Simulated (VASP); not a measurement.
Write the native input for VASP 6.6.1 that does the following.

```yaml
Task: single point
Functional: r2SCAN
Potentials_or_basis: VASP PAW PBE potentials, release 64 (Na_pv, I)
Cutoff: 520 eV
k_mesh: 6 × 6 × 6
Occupations: gaussian, width 0.05 eV
Spin: no spin polarisation
Dipole_correction: no
Further_INCAR_settings: ALGO = Normal; EDIFF = 1e-07; NBANDS = 14
```

NaI:

```
CELL_PARAMETERS angstrom
0.00000 3.23640 3.23640
3.23640 0.00000 3.23640
3.23640 3.23640 0.00000
ATOMIC_POSITIONS crystal
Na 0.00000 0.00000 0.00000
I 0.54828 0.45172 0.54828
```

This cell differs from its parent crystal: all I atoms moved +0.312 Å, as atom 2 along Cartesian [0 1 0].

The input as run:

POSCAR

```
NaI
1.0
    0.0000000000      3.2364000000      3.2364000000
    3.2364000000      0.0000000000      3.2364000000
    3.2364000000      3.2364000000      0.0000000000
Na I
1 1
Direct
    0.0000000000      0.0000000000      0.0000000000
    0.5482789519      0.4517210481      0.5482789519
```

INCAR.step1

```
ALGO = Normal
EDIFF = 1E-4
ENCUT = 520
GGA = PE
ISMEAR = 0
LASPH = True
LCHARG = False
LREAL = False
LWAVE = True
NBANDS = 14
NELM = 60
PREC = Accurate
SIGMA = 0.05
```

INCAR.step2

```
ALGO = Normal
EDIFF = 1E-7
ENCUT = 520
ISIF = 2
ISMEAR = 0
ISTART = 1
LASPH = True
LCHARG = True
LELF = True
LMIXTAU = True
LREAL = False
LVHAR = True
LWAVE = False
METAGGA = R2SCAN
NBANDS = 14
NELM = 60
PREC = Accurate
SIGMA = 0.05
```

KPOINTS

```
k-points
0
Gamma
  6 6 6
```

Potentials or basis: VASP PAW PBE potentials, release 64 (Na_pv, I).

Run with:

```bash
$ cat potpaw_PBE.64/Na_pv/POTCAR potpaw_PBE.64/I/POTCAR > POTCAR
$ cp INCAR.step1 INCAR
$ mpirun -np 1 vasp_std > vasp.out
$ cp INCAR.step2 INCAR
$ mpirun -np 1 vasp_std > vasp.out
```

Results of the run:

```
Pressure               : 0.4 GPa
Largest force          : 0.404 eV/Å
Band gap on the k mesh : 4.45 eV
```

Caveat: the cell differs from its parent crystal (all I atoms moved +0.312 Å, as atom 2 along Cartesian [0 1 0]); the PAW data sets were made with another functional, which shifts forces and pressure a little; spin-orbit coupling is left out, which moves the levels of the heavy elements.

It took 3.4 min on 1 thread of Intel Xeon 8259CL (shared host), peak memory 0.22 GiB.
